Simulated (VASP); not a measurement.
# SnTe (Fm-3m) in VASP: a series of runs, part 2 of 2

VASP 6.6.1. Earlier steps stand in the parts before.

**3. Electric field gradients, PBE (volume scaled by 1.01)**

Contents of INCAR:

```
PREC = Accurate
ENCUT = 520
EDIFF = 1E-8
ISMEAR = -1
SIGMA = 0.08
LREAL = False
LASPH = True
NELM = 80
ALGO = Normal
ISIF = 2
LWAVE = False
LCHARG = False
GGA = PE
LEFG = True
NBANDS = 17
```

Contents of KPOINTS:

```
Automatic mesh
0
Gamma
  11 11 11
```

Contents of POSCAR:

```
SnTe
1.0
    0.0000000000      3.1669867880      3.1669867880
    3.1669867880      0.0000000000      3.1669867880
    3.1669867880      3.1669867880      0.0000000000
Sn Te
1 1
Direct
    0.0000000000      0.0000000000      0.0000000000
    0.5000000000      0.5000000000      0.5000000000
```

Potentials or basis: VASP PAW PBE potentials, release 64 (Sn_d, Te).

Run with:

```
$ cat potpaw_PBE.64/Sn_d/POTCAR potpaw_PBE.64/Te/POTCAR > POTCAR
$ mpirun -np 1 vasp_std > vasp.out
```

OUTCAR:

```text
PREC = Accurate
   ENCUT = 520
   EDIFF = 1E-8
   ISMEAR = -1
   LREAL = False
   LASPH = True
   NELM = 80
   ISIF = 2
   GGA = PE

 ion  position               nearest neighbor table
   1  0.000  0.000  0.000-   2 3.17   2 3.17   2 3.17   2 3.17   2 3.17   2 3.17
   2  0.500  0.500  0.500-   1 3.17   1 3.17   1 3.17   1 3.17   1 3.17   1 3.17

  LATTYP: Found a face centered cubic cell.
 ALAT       =     6.3339735760

  Lattice vectors:

 A1 = (   0.0000000000,   3.1669867880,   3.1669867880)
 A2 = (   3.1669867880,   0.0000000000,   3.1669867880)
 A3 = (   3.1669867880,   3.1669867880,   0.0000000000)

Analysis of symmetry for initial positions (statically):
=====================================================================
 Subroutine PRICEL returns:
 Original cell was already a primitive cell.

 Routine SETGRP: Setting up the symmetry group for a
 face centered cubic supercell.

 Subroutine GETGRP returns: Found 48 space group operations
 (whereof 48 operations were pure point group operations)
 out of a pool of 48 trial point group operations.

The static configuration has the point symmetry O_h .

Analysis of symmetry for dynamics (positions and initial velocities):
=====================================================================
 Subroutine PRICEL returns:
 Original cell was already a primitive cell.

 Routine SETGRP: Setting up the symmetry group for a
 face centered cubic supercell.

 Subroutine GETGRP returns: Found 48 space group operations
 (whereof 48 operations were pure point group operations)
 out of a pool of 48 trial point group operations.

The dynamic configuration has the point symmetry O_h .

[... 150 lines left out ...]
 fundamental gap:      0.4186928291
 Fermi energy:         6.7860384548

 k-point     1 :       0.0000    0.0000    0.0000
  band No.  band energies     occupation
      1     -15.1290      2.00000
      2     -15.1290      2.00000
      3     -15.1241      2.00000
      4     -15.1241      2.00000
      5     -15.1241      2.00000
      6      -5.9234      2.00000
[... 457 lines left out ...]
      4     -15.1211      2.00000
      5     -15.1195      2.00000
      6      -5.2507      2.00000
[... 9 lines left out ...]
     16      14.6064      0.00000
     17      14.7434      0.00000

 [... further k-points ...]
[... 5 lines left out ...]
  --------------------------------------------------------------------------------------
  -------------------------------------------------------------------------------------
  Total        0.6065594      0.6065594      0.6065594      0.0000000      0.0000000      0.0000000
  in kB       15.2973127     15.2973127     15.2973127      0.0000000      0.0000000      0.0000000
  external PRESSURE =      15.2973127 kB  Pullay stress =       0.0000000 kB

 VOLUME and BASIS-vectors are now :
 -----------------------------------------------------------------------------
  energy-cutoff  :      520.00
  volume of cell :       63.53
      direct lattice vectors                 reciprocal lattice vectors
     0.000000000  3.166986788  3.166986788    -0.157878777  0.157878777  0.157878777
     3.166986788  0.000000000  3.166986788     0.157878777 -0.157878777  0.157878777
     3.166986788  3.166986788  0.000000000     0.157878777  0.157878777 -0.157878777

 POSITION                                       TOTAL-FORCE (eV/Angst)
 -----------------------------------------------------------------------------------
      0.00000      0.00000      0.00000         0.000000     -0.000000     -0.000000
      3.16699      3.16699      3.16699        -0.000000      0.000000      0.000000
 -----------------------------------------------------------------------------------
    total drift:                               -0.000000      0.000000      0.000000

  FREE ENERGIE OF THE ION-ELECTRON SYSTEM (eV)
  ---------------------------------------------------
  free  energy   TOTEN  =        -7.5552937674 eV

  energy  without entropy=       -7.5537746561  energy(sigma->0) =       -7.55453421

 Electric field gradients (V/A^2)
---------------------------------------------------------------------
 ion       V_xx      V_yy      V_zz      V_xy      V_xz      V_yz
---------------------------------------------------------------------
   1       0.000     0.000    -0.000    -0.002    -0.002    -0.002
   2       0.000    -0.000    -0.000     0.000     0.000     0.000
---------------------------------------------------------------------

 Electric field gradients after diagonalization (V/A^2)
 (convention: |V_zz| > |V_xx| > |V_yy|)
----------------------------------------------------------------------
 ion       V_xx      V_yy      V_zz     asymmetry (V_yy - V_xx)/ V_zz
----------------------------------------------------------------------
   1       0.002     0.002    -0.004       0.000
   2      -0.000    -0.000     0.000       0.000
----------------------------------------------------------------------

           NMR quadrupolar parameters

 Cq : quadrupolar parameter    Cq=e*Q*V_zz/h
 eta: asymmetry parameters     (V_yy - V_xx)/ V_zz
 Q  : nuclear electric quadrupole moment in mb (millibarn)
----------------------------------------------------------------------
 ion       Cq(MHz)       eta       Q (mb)
----------------------------------------------------------------------
   1      -0.000       0.000       1.000
   2       0.000       0.000       1.000
----------------------------------------------------------------------
```

stdout:

```text
POSCAR found type information on POSCAR SnTe
 POSCAR found :  2 types and       2 ions
 scaLAPACK will be used
 LDA part: xc-table for (Slater+PW92), standard interpolation
 POSCAR, INCAR and KPOINTS ok, starting setup
 FFT: planning ... GRIDC
 FFT: planning ... GRID_SOFT
 FFT: planning ... GRID
 WAVECAR not read
 entering main loop
ion   1

ion   2
```

Wall time 31 s (1 thread of Intel Xeon 6975P-C (Granite Rapids), shared host); peak memory 0.23 GiB.

What came out:

* Free energy: -7.5553 eV
* Pressure: 1.5 GPa

Caveat: this odd mesh misses L, where the gap lies, so gap, dielectric constants and Born charges aren't listed; without QUAD_EFG the Cq values of the log hold for a quadrupole moment of 1 mb, not for the nuclei; spin-orbit coupling is left out, which moves the levels of the heavy elements.

**4. Electric field gradients, PBE (volume scaled by 1.01)**

Contents of INCAR:

```
SYSTEM = SnTe
PREC     = Accurate       ! precision mode
ENCUT    = 520            ! plane-wave cutoff, eV
EDIFF    = 1E-8           ! SCF threshold, eV
ISMEAR   = -1             ! smearing method
SIGMA    = 0.08           ! smearing width, eV
LREAL    = .False.        ! projectors in reciprocal space
LASPH    = .True.         ! aspherical terms in the spheres
NELM     = 80             ! most SCF steps
ALGO     = Normal         ! electronic algorithm
ISIF     = 2              ! what is computed and relaxed
LWAVE    = .False.        ! write WAVECAR
LCHARG   = .False.        ! write CHGCAR
GGA      = PE             ! functional
LEFG     = .True.       
NBANDS   = 17             ! bands
```

Contents of KPOINTS:

```
Automatic mesh
0
Gamma
  11 11 11
  0 0 0
```

POSCAR is that of step 3.

Potentials or basis: VASP PAW PBE potentials, release 64 (Sn_d, Te).

Run with:

```
$ cat potpaw_PBE.64/Sn_d/POTCAR potpaw_PBE.64/Te/POTCAR > POTCAR
$ mpirun -np 1 vasp_std > vasp.out
```

OUTCAR:

```text
SYSTEM = SnTe
   PREC = Accurate
   ENCUT = 520
   EDIFF = 1E-8
   ISMEAR = -1
   LREAL = .False.
   LASPH = .True.
   NELM = 80
   ISIF = 2
   GGA = PE

 ion  position               nearest neighbor table
   1  0.000  0.000  0.000-   2 3.17   2 3.17   2 3.17   2 3.17   2 3.17   2 3.17
   2  0.500  0.500  0.500-   1 3.17   1 3.17   1 3.17   1 3.17   1 3.17   1 3.17

  LATTYP: Found a face centered cubic cell.
 ALAT       =     6.3339735760

  Lattice vectors:

 A1 = (   0.0000000000,   3.1669867880,   3.1669867880)
 A2 = (   3.1669867880,   0.0000000000,   3.1669867880)
 A3 = (   3.1669867880,   3.1669867880,   0.0000000000)

Analysis of symmetry for initial positions (statically):
=====================================================================
 Subroutine PRICEL returns:
 Original cell was already a primitive cell.

 Routine SETGRP: Setting up the symmetry group for a
 face centered cubic supercell.

 Subroutine GETGRP returns: Found 48 space group operations
 (whereof 48 operations were pure point group operations)
 out of a pool of 48 trial point group operations.

The static configuration has the point symmetry O_h .

Analysis of symmetry for dynamics (positions and initial velocities):
=====================================================================
 Subroutine PRICEL returns:
 Original cell was already a primitive cell.

 Routine SETGRP: Setting up the symmetry group for a
 face centered cubic supercell.

 Subroutine GETGRP returns: Found 48 space group operations
 (whereof 48 operations were pure point group operations)
 out of a pool of 48 trial point group operations.

[... 159 lines left out ...]
      3     -15.1241      2.00000
      4     -15.1241      2.00000
      5     -15.1241      2.00000
      6      -5.9234      2.00000
[... 457 lines left out ...]
      4     -15.1211      2.00000
      5     -15.1195      2.00000
      6      -5.2507      2.00000
[... 9 lines left out ...]
     16      14.6064      0.00000
     17      14.7434      0.00000

 [... further k-points ...]

------------------------ aborting loop because EDIFF is reached ----------------------------------------

  FORCE on cell =-STRESS in cart. coord.  units (eV):
  Direction    XX          YY          ZZ          XY          YZ          ZX
  --------------------------------------------------------------------------------------
  -------------------------------------------------------------------------------------
  Total        0.6065594      0.6065594      0.6065594      0.0000000      0.0000000      0.0000000
  in kB       15.2973127     15.2973127     15.2973127      0.0000000      0.0000000      0.0000000
  external PRESSURE =      15.2973127 kB  Pullay stress =       0.0000000 kB

 VOLUME and BASIS-vectors are now :
 -----------------------------------------------------------------------------
  energy-cutoff  :      520.00
  volume of cell :       63.53
      direct lattice vectors                 reciprocal lattice vectors
     0.000000000  3.166986788  3.166986788    -0.157878777  0.157878777  0.157878777
     3.166986788  0.000000000  3.166986788     0.157878777 -0.157878777  0.157878777
     3.166986788  3.166986788  0.000000000     0.157878777  0.157878777 -0.157878777

 POSITION                                       TOTAL-FORCE (eV/Angst)
 -----------------------------------------------------------------------------------
      0.00000      0.00000      0.00000         0.000000     -0.000000     -0.000000
      3.16699      3.16699      3.16699        -0.000000      0.000000      0.000000
 -----------------------------------------------------------------------------------
    total drift:                               -0.000000      0.000000      0.000000

  FREE ENERGIE OF THE ION-ELECTRON SYSTEM (eV)
  ---------------------------------------------------
  free  energy   TOTEN  =        -7.5552937674 eV

  energy  without entropy=       -7.5537746561  energy(sigma->0) =       -7.55453421

 Electric field gradients (V/A^2)
---------------------------------------------------------------------
 ion       V_xx      V_yy      V_zz      V_xy      V_xz      V_yz
---------------------------------------------------------------------
   1       0.000     0.000    -0.000    -0.002    -0.002    -0.002
   2       0.000    -0.000    -0.000     0.000     0.000     0.000
---------------------------------------------------------------------

 Electric field gradients after diagonalization (V/A^2)
 (convention: |V_zz| > |V_xx| > |V_yy|)
----------------------------------------------------------------------
 ion       V_xx      V_yy      V_zz     asymmetry (V_yy - V_xx)/ V_zz
----------------------------------------------------------------------
   1       0.002     0.002    -0.004       0.000
   2      -0.000    -0.000     0.000       0.000
----------------------------------------------------------------------

           NMR quadrupolar parameters

 Cq : quadrupolar parameter    Cq=e*Q*V_zz/h
 eta: asymmetry parameters     (V_yy - V_xx)/ V_zz
 Q  : nuclear electric quadrupole moment in mb (millibarn)
----------------------------------------------------------------------
 ion       Cq(MHz)       eta       Q (mb)
----------------------------------------------------------------------
   1      -0.000       0.000       1.000
   2       0.000       0.000       1.000
----------------------------------------------------------------------
```

stdout:

```text
POSCAR found type information on POSCAR SnTe
 POSCAR found :  2 types and       2 ions
 scaLAPACK will be used
 LDA part: xc-table for (Slater+PW92), standard interpolation
 POSCAR, INCAR and KPOINTS ok, starting setup
 FFT: planning ... GRIDC
 FFT: planning ... GRID_SOFT
 FFT: planning ... GRID
 WAVECAR not read
 entering main loop
ion   1

ion   2
```

It took 31 s on 1 thread of Intel Xeon 6975P-C (Granite Rapids), shared host; peak memory 0.23 GiB.

Results:

* Free energy: -7.5553 eV
* Pressure: 1.5 GPa

Caveat: this odd mesh misses L, where the gap lies, so gap, dielectric constants and Born charges aren't listed; without QUAD_EFG the Cq values of the log hold for a quadrupole moment of 1 mb, not for the nuclei; spin-orbit coupling is left out, which moves the levels of the heavy elements.
